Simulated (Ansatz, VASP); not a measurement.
One calculation of ReW4, two programs

INCAR

```
SYSTEM = ReW4
PREC = Accurate
ENCUT = 520
EDIFF = 1E-6
ISMEAR = -1
SIGMA = 0.08
LREAL = .FALSE.
LASPH = .TRUE.
NELM = 80
ALGO = Normal
ISIF = 2
LWAVE = .FALSE.
LCHARG = .FALSE.
LDIPOL = .TRUE.
IDIPOL = 3
DIPOL = 0.5 0.5 0.500
GGA = PS
NBANDS = 40
```

The input KPOINTS:

```
Automatic mesh
0
G
  12 12 1
  0 0 0
```

POSCAR

```
ReW4
1.0
    3.1537715175      0.0000000000      0.0000000000
    0.0000000000      3.1537715175      0.0000000000
    0.0000000000      0.0000000000     22.3075000000
Re W
1 4
Direct
    0.0000000000      0.0000000000      0.3650532789
    0.5000000000      0.5000000000      0.4282835857
    0.0000000000      0.0000000000      0.4999999992
    0.5000000000      0.5000000000      0.5717164151
    0.0000000000      0.0000000000      0.6349467211
```

Input for Ansatz:

```yaml
crystal:
  lattice:
    - [3.1537715175, 0.0, 0.0]
    - [0.0, 3.1537715175, 0.0]
    - [0.0, 0.0, 22.3075]
  atoms:
    - { symbol: Re, position: [0.0, 0.0, 0.3650532789] }
    - { symbol: W, position: [0.5, 0.5, 0.4282835857] }
    - { symbol: W, position: [0.0, 0.0, 0.4999999992] }
    - { symbol: W, position: [0.5, 0.5, 0.5717164151] }
    - { symbol: W, position: [0.0, 0.0, 0.6349467211] }
kpoints:
  mp_grid: { grid: [12, 12, 1] }
scf:
  occupations: { method: fermi_dirac, width: 0.08 }
hamiltonian:
  xc: pbesol
  pseudopotentials: { kind: paw }
output:
  forces: true
  stress: true
  eigenvalues: true
efield:
  axis: 3
  amplitude: 0
  dipole_correction: true
```

Alike in both runs: task single point; functional PBEsol; k mesh 12 × 12 × 1; occupations fermi-dirac, width 0.08 eV; no spin polarisation.

|  | VASP | Ansatz |
| --- | --- | --- |
| version | VASP 6.6.1 | Ansatz 0.2.0 |
| potentials or method | VASP PAW PBE potentials, release 64 (Re, W_sv) | PAW with Ansatz's default frozen-core files, scalar-relativistic |
| plane-wave cutoff (eV) | 520 | 420 |
| valence electrons in the cell | 63 | 71 |

Ansatz gave:

```
rms of the force components (eV/Å) : 0.417
```

Question: Estimate VASP's values.

Answer: rms of the force components (eV/Å): 0.423.

VASP's potentials were made for PBE, not for PBEsol. Atom by atom the forces differ by 0.019 eV/Å (rms over components). VASP's potentials hold 63 valence electrons a cell and Ansatz's 71, so a difference there can come from the potentials and not from the codes.

Spin-orbit coupling is off throughout.
